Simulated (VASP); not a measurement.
MgIn2N2: single point with r2SCAN

The system is MgIn2N2.

```
CELL_PARAMETERS angstrom
1.68502 0.97285 7.84439
-1.68502 0.97285 7.84439
0.00000 -1.94569 7.84439
ATOMIC_POSITIONS crystal
Mg 0.00000 0.00000 0.00000
In 0.43915 0.43915 0.43915
In 0.56085 0.56085 0.56085
N 0.27686 0.27686 0.27686
N 0.72314 0.72314 0.72314
```

- Program: VASP 6.6.1
- Task: single point
- Functional: r2SCAN
- Potentials or basis: VASP PAW PBE potentials, release 64 (Mg, In_d, N)
- Cutoff: 520 eV
- k mesh: 8 × 8 × 8
- Occupations: gaussian, width 0.01 eV
- Spin: no spin polarisation

```json
{
  "Pressure": "-6.4 GPa",
  "Largest force": "0.333 eV/Å",
  "Band gap on the k mesh": "0.36 eV (least direct gap 0.38 eV)"
}
```

Forces on the atoms (eV/Å):
```
Mg   0.000  0.000  0.000
In   0.000  0.000 -0.333
In   0.000  0.000  0.333
N    0.000  0.000 -0.203
N    0.000  0.000  0.203
```

Levels at points of the mesh, in eV from the valence-band top:
| k point | band 16 | band 17 | band 18 | band 19 | band 20 | band 21 | band 22 | band 23 |
| --- | --- | --- | --- | --- | --- | --- | --- | --- |
| (0.00, 0.00, 0.00) | -0.64 | -0.64 | -0.37 | -0.37 | 2.21 | 3.28 | 6.03 | 9.21 |
| (0.50, 0.00, 0.00) | -2.56 | -1.68 | -1.38 | -0.72 | 2.42 | 3.05 | 3.90 | 6.96 |
| (0.50, 0.50, 0.00) | -2.28 | -1.78 | -1.53 | -1.27 | 1.49 | 3.96 | 4.77 | 6.75 |
| (0.50, 0.50, 0.50) | -0.67 | -0.35 | -0.35 | -0.02 | 0.36 | 3.74 | 6.48 | 9.48 |

Wall time 26 min on 1 thread of Intel(R) Xeon(R) 6975P-C (Granite Rapids), on a shared host, peak memory 0.61 GiB.

Caveat: the cell stands under tension; the PAW data sets were made with another functional, which shifts forces and pressure a little; spin-orbit coupling is left out, which moves the levels of the heavy elements. A k mesh can miss the band edges.
